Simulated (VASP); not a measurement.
# BeFe2N2 (P-4m2) in VASP: a series of runs

The runs below take BeFe2N2 through single point, relaxation of cell and atoms, with PBE.

Everything below comes from runs of VASP 6.6.1. Logs are shortened: lines on timing, memory, paths and dates and some standing lists are left out, and cuts for length are marked.

## Step 1: The cell of the first run

It takes space group P-4m2 (No. 115, tetragonal). Conventional cell: a = 3.236 Å, b = 3.236 Å, c = 4.324 Å, α = 90.00°, β = 90.00°, γ = 90.00°. Within 2.6 Å of Be (site symmetry -4m2) lie 4 N at 1.95 Å and 2 Fe at 2.16 Å. Fe (site symmetry -4m2) has 4 N at 1.94 Å and 4 Fe at 2.29 Å within 2.6 Å. Fe (site symmetry -4m2) has 4 N at 1.94 Å and 2 Be at 2.16 Å and 4 Fe at 2.29 Å within 2.6 Å. N (site symmetry 2mm) has 4 Fe at 1.94 Å and 2 Be at 1.95 Å within 2.6 Å.

## Step 2: Single point, PBE (atoms taken out)

INCAR reads:

```
SYSTEM = BeFe2N2
ALGO = Fast
EDIFF = 1E-6
ENCUT = 520
GGA = PE
ISIF = 2
ISMEAR = 0
LASPH = .True.
LCHARG = .False.
LREAL = .False.
LWAVE = .False.
NBANDS = 22
NELM = 80
PREC = Accurate
SIGMA = 0.1
```

KPOINTS reads:

```
k-points
0
Gamma
  12 12 10
  0 0 0
```

POSCAR reads:

```
BeFe2N2
1.0
    3.2361810276      0.0000000000      0.0000000000
    0.0000000000      3.2361810276      0.0000000000
    0.0000000000      0.0000000000      4.3244088075
Be Fe N
1 2 2
Direct
    0.0000000000      0.0000000000      0.0000000000
    0.5000000000      0.5000000000      0.5000000000
    0.0000000000      0.0000000000      0.5000000000
    0.5000000000      0.0000000000      0.7479667238
    0.0000000000      0.5000000000      0.2520332762
```

Potentials or basis: VASP PAW PBE potentials, release 64 (Be, Fe, N).

Command:

```bash
cat potpaw_PBE.64/Be/POTCAR potpaw_PBE.64/Fe/POTCAR potpaw_PBE.64/N/POTCAR > POTCAR
mpirun -np 1 vasp_std > vasp.out
```

OUTCAR:

```text
SYSTEM = BeFe2N2
   EDIFF = 1E-6
   ENCUT = 520
   GGA = PE
   ISIF = 2
   ISMEAR = 0
   LASPH = .True.
   LREAL = .False.
   NELM = 80
   PREC = Accurate

 ion  position               nearest neighbor table
   1  0.000  0.000  0.000-   4 1.95   5 1.95   5 1.95   4 1.95   3 2.16   3 2.16
   2  0.500  0.500  0.500-   4 1.94   5 1.94   4 1.94   5 1.94   3 2.29   3 2.29   3 2.29   3 2.29

   3  0.000  0.000  0.500-   4 1.94   5 1.94   5 1.94   4 1.94   1 2.16   1 2.16   2 2.29   2 2.29
                             2 2.29   2 2.29
   4  0.500  0.000  0.748-   2 1.94   3 1.94   2 1.94   3 1.94   1 1.95   1 1.95
   5  0.000  0.500  0.252-   2 1.94   3 1.94   3 1.94   2 1.94   1 1.95   1 1.95

  LATTYP: Found a simple tetragonal cell.
 ALAT       =     3.2361810276
 C/A-ratio  =     1.3362691304

  Lattice vectors:

 A1 = (   3.2361810276,   0.0000000000,   0.0000000000)
 A2 = (   0.0000000000,   3.2361810276,   0.0000000000)
 A3 = (   0.0000000000,   0.0000000000,   4.3244088075)

Analysis of symmetry for initial positions (statically):
=====================================================================
 Subroutine PRICEL returns:
 Original cell was already a primitive cell.

 Routine SETGRP: Setting up the symmetry group for a
 simple tetragonal supercell.

 Subroutine GETGRP returns: Found  8 space group operations
 (whereof  8 operations were pure point group operations)
 out of a pool of 16 trial point group operations.

The static configuration has the point symmetry D_2d.

Analysis of symmetry for dynamics (positions and initial velocities):
=====================================================================
 Subroutine PRICEL returns:
 Original cell was already a primitive cell.

 Routine SETGRP: Setting up the symmetry group for a
 simple tetragonal supercell.

 Subroutine GETGRP returns: Found  8 space group operations
 (whereof  8 operations were pure point group operations)
 out of a pool of 16 trial point group operations.

The dynamic configuration has the point symmetry D_2d.

 Subroutine INISYM returns: Found  8 space group operations
 (whereof  8 operations are pure point group operations),
 and found     1 'primitive' translations

----------------------------------------------------------------------------------------

                                     Primitive cell

  volume of cell :      45.2890

  direct lattice vectors                    reciprocal lattice vectors
     3.236181028  0.000000000  0.000000000     0.309006199  0.000000000  0.000000000
     0.000000000  3.236181028  0.000000000     0.000000000  0.309006199  0.000000000
     0.000000000  0.000000000  4.324408808     0.000000000  0.000000000  0.231245482

  length of vectors
     3.236181028  3.236181028  4.324408808     0.309006199  0.309006199  0.231245482

  position of ions in fractional coordinates (direct lattice)
     0.000000000  0.000000000  0.000000000
     0.500000000  0.500000000  0.500000000
     0.000000000  0.000000000  0.500000000
     0.500000000  0.000000000  0.747966724
     0.000000000  0.500000000  0.252033276

  ion indices of the primitive-cell ions
   primitive index   ion index
                 1           1
                 2           2
                 3           3
                 4           4
                 5           5

----------------------------------------------------------------------------------------

 KPOINTS: k-points

Automatic generation of k-mesh.
 Grid dimensions read from file:
 generate k-points for:   12   12   10

 Generating k-lattice:

  Cartesian coordinates                     Fractional coordinates (reciprocal lattice)
     0.025750517  0.000000000  0.000000000     0.083333333  0.000000000  0.000000000
     0.000000000  0.025750517  0.000000000     0.000000000  0.083333333  0.000000000
     0.000000000  0.000000000  0.023124548     0.000000000  0.000000000  0.100000000

  Length of vectors
     0.025750517  0.025750517  0.023124548

  Shift w.r.t. Gamma in fractional coordinates (k-lattice)
     0.000000000  0.000000000  0.000000000

 Subroutine IBZKPT returns following result:
 ===========================================

 Found    168 irreducible k-points:

 Following reciprocal coordinates:
            Coordinates               Weight
  0.000000  0.000000  0.000000      1.000000
  0.083333  0.000000  0.000000      4.000000
  0.166667  0.000000  0.000000      4.000000
  0.250000  0.000000  0.000000      4.000000
  0.333333  0.000000  0.000000      4.000000
  0.416667  0.000000  0.000000      4.000000
[... 16 lines left out ...]
  0.333333  0.333333  0.000000      4.000000
  0.416667  0.333333  0.000000      8.000000
 [... further k-points ...]
   k-points           NKPTS =    168   k-points in BZ     NKDIM =    168   number of bands    NBANDS=     22
   number of dos      NEDOS =    301   number of ions     NIONS =      5
   total plane-waves  NPLWV =  18432
   dimension x,y,z NGX =    24 NGY =   24 NGZ =   32
   dimension x,y,z NGXF=    48 NGYF=   48 NGZF=   64
   ions per type =               1   2   2
   NGX,Y,Z   is equivalent  to a cutoff of  12.33, 12.33, 12.30 a.u.
   NGXF,Y,Z  is equivalent  to a cutoff of  24.66, 24.66, 24.60 a.u.
 SYSTEM =  BeFe2N2
   PREC   = accura    normal or accurate (medium, high low for compatibility)
   ISTART =      0    job   : 0-new  1-cont  2-samecut
   ICHARG =      2    charge: 1-file 2-atom 10-const
   ISPIN  =      1    spin polarized calculation?
   LNONCOLLINEAR =      F non collinear calculations
   LSORBIT =      F    spin-orbit coupling
   LASPH  =      T    aspherical Exc in radial PAW
   ENCUT  =  520.0 eV  38.22 Ry    6.18 a.u.   6.02  6.02  8.04*2*pi/ulx,y,z
   NELM   =     80;   NELMIN=  2; NELMDL= -5     # of ELM steps
   EDIFF  = 0.1E-05   stopping-criterion for ELM
   LREAL  =      F    real-space projection
   EDIFFG = 0.1E-04   stopping-criterion for IOM
   NSW    =      0    number of steps for IOM
   IBRION =     -1    ionic relax: 0-MD 1-quasi-New 2-CG
   NFREE  =      0    steps in history (QN), initial steepest desc. (CG)
   ISIF   =      2    stress and relaxation
   ISYM   =      2    0-nonsym 1-usesym 2-fastsym
   POTIM  = 0.5000    time-step for ionic-motion
   TEBEG  =    0.0;   TEEND  =   0.0 temperature during run
   PSTRESS=    0.0 pullay stress
   NELECT =      28.0000    total number of electrons
   NUPDOWN=      -1.0000    fix difference up-down
   EMIN   =  10.00;   EMAX   =-10.00  energy-range for DOS
   EFERMI =   0.00;   METHOD = LEGACY
   ISMEAR =     0;   SIGMA  =   0.10  broadening in eV -4-tet -1-fermi 0-gaus
   EFERMI_NEDOS =   21; number of points for ismear=-14 and -15
   IALGO  =     68    algorithm
   IMIX   =      4    mixing-type and parameters
     AMIX     =   0.40;   BMIX     =  1.00
     AMIX_MAG =   1.60;   BMIX_MAG =  1.00
  volume/ion in A,a.u.               =       9.06        61.12
  Fermi-wavevector in a.u.,A,eV,Ry     =   1.394644  2.635495 26.463769  1.945032
  Thomas-Fermi vector in A             =   2.518173
   LORBIT       =      0    0 simple, 1 ext, 2 COOP (PROOUT), +10 PAW based schemes
   GGA     = PE    functional components
   LHFCALC =     F    Hartree Fock is set to
   AEXX    =    0.0000 exact exchange contribution
   IVDW    =     0    specifies the selected vdW correction
   LEPSILON=     F    determine dielectric tensor
   LRPA    =     F    only Hartree local field effects (RPA)
 non-spin polarized calculation
 RMM-DIIS sequential band-by-band and
 Gauss-broadening in eV      SIGMA  =   0.10
  energy-cutoff  :      520.00
  volume of cell :       45.29
 maximum number of plane-waves:      1248
   NGX = 13   NGY = 13   NGZ = 17

 number of electron      28.0000000 magnetization

 Free energy of the ion-electron system (eV)
  ---------------------------------------------------
  ext. energy  EPLUGINS =         0.00000000
  ---------------------------------------------------
  free energy    TOTEN  =       -36.68411628 eV

  energy without entropy =      -36.67323287  energy(sigma->0) =      -36.67867458

 E-fermi :   6.6495     XC(G=0): -12.0472

 val. band max:        6.6472928975   @ k =   0.4167   0.4167   0.4000
 cond. band min:       6.6547609346   @ k =   0.4167   0.3333   0.2000
 fundamental gap:      0.0074680371
 Fermi energy:         6.6494683505

 k-point     1 :       0.0000    0.0000    0.0000
  band No.  band energies     occupation
      1     -10.7494      2.00000
      2      -9.0982      2.00000
      3      -1.1218      2.00000
      4       0.2907      2.00000
      5       0.4876      2.00000
      6       0.4876      2.00000
[... 14 lines left out ...]
     21      15.2355      0.00000
     22      15.2380      0.00000

 k-point     2 :       0.0833    0.0000    0.0000
  band No.  band energies     occupation
      1     -10.6982      2.00000
      2      -9.0956      2.00000
      3      -1.0545      2.00000
      4       0.3386      2.00000
      5       0.3968      2.00000
      6       0.4933      2.00000
[... 14 lines left out ...]
     21      15.2354      0.00000
     22      15.2954      0.00000

 k-point     3 :       0.1667    0.0000    0.0000
  band No.  band energies     occupation
      1     -10.5506      2.00000
      2      -9.0940      2.00000
      3      -0.8758      2.00000
      4       0.1447      2.00000
      5       0.4964      2.00000
      6       0.5131      2.00000
[... 14 lines left out ...]
     21      15.1923      0.00000
     22      15.4244      0.00000

 k-point     4 :       0.2500    0.0000    0.0000
  band No.  band energies     occupation
      1     -10.3244      2.00000
      2      -9.1112      2.00000
      3      -0.7245      2.00000
      4      -0.0391      2.00000
      5       0.5500      2.00000
      6       0.6006      2.00000
[... 14 lines left out ...]
     21      14.9041      0.00000
     22      15.5190      0.00000

 k-point     5 :       0.3333    0.0000    0.0000
  band No.  band energies     occupation
      1     -10.0490      2.00000
      2      -9.1716      2.00000
      3      -0.8622      2.00000
      4       0.0824      2.00000
      5       0.4751      2.00000
      6       0.5992      2.00000
[... 14 lines left out ...]
     21      14.3044      0.00000
     22      15.5418      0.00000

 k-point     6 :       0.4167    0.0000    0.0000
  band No.  band energies     occupation
      1      -9.7630      2.00000
      2      -9.2961      2.00000
      3      -1.0714      2.00000
      4       0.0439      2.00000
      5       0.6448      2.00000
      6       0.6909      2.00000
[... 14 lines left out ...]
     21      13.6088      0.00000
     22      15.4975      0.00000

 k-point     7 :       0.5000    0.0000    0.0000
  band No.  band energies     occupation
      1      -9.5410      2.00000
      2      -9.4577      2.00000
      3      -1.1555      2.00000
      4      -0.0174      2.00000
      5       0.6639      2.00000
      6       0.9243      2.00000
[... 324 lines left out ...]
      6       0.6462      2.00000
[... 14 lines left out ...]
     21      13.7347      0.00000
     22      15.0254      0.00000

 k-point    21 :       0.4167    0.2500    0.0000
  band No.  band energies     occupation
      1      -9.4930      2.00000
      2      -9.1532      2.00000
      3      -1.3746      2.00000
      4      -0.1963      2.00000
      5       0.6093      2.00000
      6       0.9879      2.00000
[... 14 lines left out ...]
     21      14.0392      0.00000
     22      15.0445      0.00000

 k-point    22 :       0.5000    0.2500    0.0000
  band No.  band energies     occupation
      1      -9.3163      2.00000
      2      -9.2692      2.00000
      3      -1.4419      2.00000
      4      -0.2708      2.00000
      5       0.6167      2.00000
      6       1.2108      2.00000
[... 14 lines left out ...]
     21      14.1569      0.00000
     22      15.0611      0.00000

 k-point    23 :       0.3333    0.3333    0.0000
  band No.  band energies     occupation
      1      -9.5276      2.00000
      2      -9.0649      2.00000
      3      -1.4032      2.00000
      4      -0.1933      2.00000
      5       0.6267      2.00000
      6       0.9091      2.00000
[... 14 lines left out ...]
     21      14.4639      0.00000
     22      14.9406      0.00000

 k-point    24 :       0.4167    0.3333    0.0000
  band No.  band energies     occupation
      1      -9.3362      2.00000
      2      -9.0923      2.00000
      3      -1.5637      2.00000
      4      -0.3521      2.00000
      5       0.6518      2.00000
      6       1.2521      2.00000
[... 14 lines left out ...]
     21      14.8683      0.00000
     22      14.9924      0.00000

 [... further k-points ...]
[... 5 lines left out ...]
  --------------------------------------------------------------------------------------
  -------------------------------------------------------------------------------------
  Total        0.3121600      0.3121600      0.3115261      0.0000000      0.0000000      0.0000000
  in kB       11.0432133     11.0432133     11.0207899      0.0000000      0.0000000      0.0000000
  external PRESSURE =      11.0357389 kB  Pullay stress =       0.0000000 kB

 VOLUME and BASIS-vectors are now :
 -----------------------------------------------------------------------------
  energy-cutoff  :      520.00
  volume of cell :       45.29
      direct lattice vectors                 reciprocal lattice vectors
     3.236181028  0.000000000  0.000000000     0.309006199  0.000000000  0.000000000
     0.000000000  3.236181028  0.000000000     0.000000000  0.309006199  0.000000000
     0.000000000  0.000000000  4.324408808     0.000000000  0.000000000  0.231245482

 POSITION                                       TOTAL-FORCE (eV/Angst)
 -----------------------------------------------------------------------------------
      0.00000      0.00000      0.00000        -0.000000     -0.000000      0.000000
      1.61809      1.61809      2.16220        -0.000000      0.000000      0.000000
      0.00000      0.00000      2.16220        -0.000000     -0.000000      0.000000
      1.61809      0.00000      3.23451         0.000000     -0.000000      0.135406
      0.00000      1.61809      1.08989        -0.000000     -0.000000     -0.135406
 -----------------------------------------------------------------------------------
    total drift:                                0.000000      0.000000     -0.000000

  FREE ENERGIE OF THE ION-ELECTRON SYSTEM (eV)
  ---------------------------------------------------
  free  energy   TOTEN  =       -36.6841162780 eV

  energy  without entropy=      -36.6732328727  energy(sigma->0) =      -36.67867458
```

Wall time 1.8 min (1 thread of Oxide Virtual Turin-like, shared host); peak memory 0.24 GiB.

What came out:

```
Free energy            : -36.6841 eV
Pressure               : 1.1 GPa
Largest force          : 0.135 eV/Å
Band gap on the k mesh : zero (bands 14 and 15 overlap by 0.65 eV)
```

Forces on the atoms (eV/Å):
```
Be   0.000  0.000  0.000
Fe   0.000  0.000  0.000
Fe   0.000  0.000  0.000
N    0.000  0.000  0.135
N    0.000  0.000 -0.135
```

Levels at points of the mesh, in eV from the Fermi level:
| k point | band 11 | band 12 | band 13 | band 14 | band 15 | band 16 | band 17 | band 18 |
| --- | --- | --- | --- | --- | --- | --- | --- | --- |
| (0.00, 0.00, 0.00) | -0.42 | 0.01 | 0.01 | 0.10 | 0.29 | 1.34 | 1.46 | 2.13 |
| (0.50, 0.00, 0.00) | -1.96 | -1.91 | -1.46 | -0.94 | 0.67 | 1.07 | 1.32 | 1.72 |
| (0.50, 0.50, 0.00) | -2.81 | -2.66 | -0.90 | -0.18 | -0.18 | -0.17 | 1.09 | 1.44 |
| (0.00, 0.00, 0.50) | -0.46 | 0.29 | 0.40 | 0.40 | 0.71 | 1.46 | 1.54 | 1.54 |
| (0.50, 0.00, 0.50) | -1.90 | -1.73 | -1.49 | -1.09 | 1.26 | 1.59 | 1.85 | 1.92 |
| (0.50, 0.50, 0.50) | -2.63 | -2.23 | -1.21 | -0.77 | -0.19 | -0.19 | 1.25 | 1.55 |

Caveat: the cell differs from its parent crystal (atoms taken out); the run has no spin polarisation, though such a crystal can be magnetic.

(Continued in part 2 of 3.)

The gap in the log of VASP goes by the Fermi energy; the results here count the filled bands.